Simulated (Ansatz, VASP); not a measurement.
**KI: VASP beside Ansatz**

INCAR

```
PREC = Accurate
ENCUT = 500
EDIFF = 1E-6
ISMEAR = 0
SIGMA = 0.01
LREAL = F
LASPH = T
NELM = 120
ALGO = Normal
ISIF = 2
LWAVE = F
LCHARG = F
GGA = PE
NBANDS = 15
GGA_COMPAT = F
```

Contents of KPOINTS:

```
regular mesh
0
Gamma
  4 4 4
```

Contents of POSCAR:

```
KI
1.0
    0.0000000000      3.5327750000      3.5327750000
    3.5327750000      0.0000000000      3.5327750000
    3.5327750000      3.5327750000      0.0000000000
K I
1 1
Direct
    0.0042459540     -0.0042459540      0.0042459540
    0.5000000000      0.5000000000      0.5000000000
```

Input for Ansatz:

```yaml
crystal:
  lattice:
    - [0.0, 3.532775, 3.532775]
    - [3.532775, 0.0, 3.532775]
    - [3.532775, 3.532775, 0.0]
  atoms:
    - { symbol: K, position: [0.0042459539597058974, -0.0042459539597058974, 0.0042459539597058974] }
    - { symbol: I, position: [0.5, 0.5, 0.5] }
basis:
  ecutwfc: 517.016338673772
kpoints:
  mp_grid:
    grid: [4, 4, 4]
hamiltonian:
  pseudopotentials:
    kind: paw
scf:
  occupations:
    method: fixed
output:
  polarization: {}
```

Alike in both runs: task single point; functional PBE; k mesh 4 × 4 × 4; no spin polarisation.

|  | VASP | Ansatz |
| --- | --- | --- |
| version | VASP 6.6.1 | Ansatz 0.2.0 |
| potentials or method | VASP PAW PBE potentials, release 64 (K_sv, I), cutoff 500 eV | plane waves, PAW |
| occupations | gaussian, width 0.01 eV | fixed |
| valence electrons in the cell | 16 | 26 |

```csv
,VASP,Ansatz,Ansatz less VASP
gap on the k mesh at the Fermi level (eV),3.96,3.97,+0.004
```

VASP's potentials hold 16 valence electrons a cell and Ansatz's 26, so a difference there can come from the potentials and not from the codes.

Spin-orbit coupling is off throughout.
